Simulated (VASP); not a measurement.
Crystal: CdS.

```
CELL_PARAMETERS angstrom
0.00000 2.75324 2.75324
2.75324 0.00000 2.75324
2.75324 2.75324 0.00000
ATOMIC_POSITIONS crystal
Cd 0.00000 0.00000 0.00000
S 0.50000 0.50000 0.50000
```

```yaml
Program: VASP 6.6.1
Task: relaxation of cell and atoms
Functional: PBE
Dispersion: D3(BJ)
Potentials_or_basis: VASP PAW PBE potentials, release 64 (Cd, S)
Cutoff: 600 eV
k_mesh: 8 × 8 × 8
Occupations: fermi-dirac, width 0.05 eV
Spin: no spin polarisation
```

At the start: pressure -3.0 GPa; volume 20.87 Å³/atom.

**Question.** How do energy, volume and symmetry change on relaxing?

**Answer.** Over 3 steps the energy falls by 8.3 meV/atom and the volume is 20.02 Å³/atom (-4.1 %); space group Fm-3m (No. 225, to 0.05 Å).

Step by step:
```csv
step,energy change (eV),largest force (eV/Å),pressure (GPa),volume (Å³)
1,0.0000,0.0000,-3.04,41.74
2,-0.0139,0.0000,1.38,39.39
3,-0.0167,0.0000,-0.03,40.05
```

Final structure:
```cif
data_structure
_symmetry_space_group_name_H-M 'P 1'
_symmetry_Int_Tables_number 1
_cell_length_a 3.8403
_cell_length_b 3.8403
_cell_length_c 3.8403
_cell_angle_alpha 60.000
_cell_angle_beta 60.000
_cell_angle_gamma 60.000
_cell_volume 40.05
loop_
_atom_site_label
_atom_site_type_symbol
_atom_site_fract_x
_atom_site_fract_y
_atom_site_fract_z
_atom_site_occupancy
Cd1 Cd 0.00000 0.00000 0.00000 1
S1 S 0.50000 0.50000 0.50000 1
```
